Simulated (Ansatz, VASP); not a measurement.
# Two plane-wave programs on Ge

```xyz
8
Lattice="4.9239 2.8428 1.8355 -4.9239 2.8428 1.8355 0.0000 -5.6856 1.8355" Properties=species:S:1:pos:R:3 pbc="T T T"
Ge    0.0000    0.0000    3.9428
Ge    0.0000    0.0000    1.5638
Ge   -3.4266   -0.8844    2.3684
Ge    2.4792   -2.5253    2.3684
Ge    0.9474    3.4097    2.3684
Ge    3.4266    0.8844    3.1382
Ge   -2.4792    2.5253    3.1382
Ge   -0.9474   -3.4097    3.1382
```

Alike in both runs: task single point; functional PBEsol; k mesh 9 × 9 × 9; occupations gaussian, width 0.15 eV; no spin polarisation.

|  | VASP | Ansatz |
| --- | --- | --- |
| version | VASP 6.6.1 | Ansatz 0.2.0 |
| potentials or method | VASP PAW PBE potentials, release 64 (Ge_d), cutoff 520 eV | scalar-relativistic, plane waves, PAW |
| valence electrons in the cell | 112 | 112 |

|  | VASP | Ansatz | Ansatz less VASP |
| --- | --- | --- | --- |
| gap on the k mesh at the Fermi level (eV) | none | none | - |
| pressure (GPa) | 5.6 | 5.7 | +0.10 |
| traceless stress, the component that is largest in VASP (GPa) | 6.80 | 6.80 | -0.001 |
| rms of the force components (eV/Å) | 0.363 | 0.365 | +0.0016 |

VASP's potentials were made for PBE, not for PBEsol, and Ansatz warns of the same on its side. Atom by atom the forces differ by 0.002 eV/Å (rms over components). A gap of «none» marks a metal or a gap that the smearing closes.
